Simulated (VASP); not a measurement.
Runs of VASP 6.6.1 on Bi. The structure is that of space group Im-3m (No. 229), or close to it. The cells are those of the table. 

```tsv
cell	k mesh	gap on the mesh (eV)	pressure (GPa)
a = 3.393, b = 3.393, c = 3.484 Å, angles 110.0, 110.0, 108.9°, 1 atom	15 × 15 × 15	none	-1.3
a = 3.295 Å, angles 109.1, 109.1, 110.3°, 1 atom	14 × 14 × 14	none	6.0
a = 3.349, b = 3.335, c = 3.339 Å, angles 109.4, 109.8, 109.0°, 1 atom	14 × 14 × 14	none	2.5
a = 3.375 Å, angles 109.5°, 1 atom	16 × 16 × 16	none	(a)
```

Alike in all rows: task single point; level PBEsol; potentials or basis VASP PAW PBE potentials, release 64 (Bi_d); no spin polarisation; cutoff (eV) 520; smearing gaussian 0.1 eV.

Task: Fill in the values left out.

Result: (a) 0.7.

Caveats: the PAW data sets were made with another functional, which shifts forces and pressure a little; spin-orbit coupling is left out, which moves the levels of the heavy elements; the cell stands under pressure (at least some runs).

A k mesh can miss the band edges, and the runs leave out spin-orbit coupling on Bi.

A gap of «none» marks levels without a gap at the run's occupations.
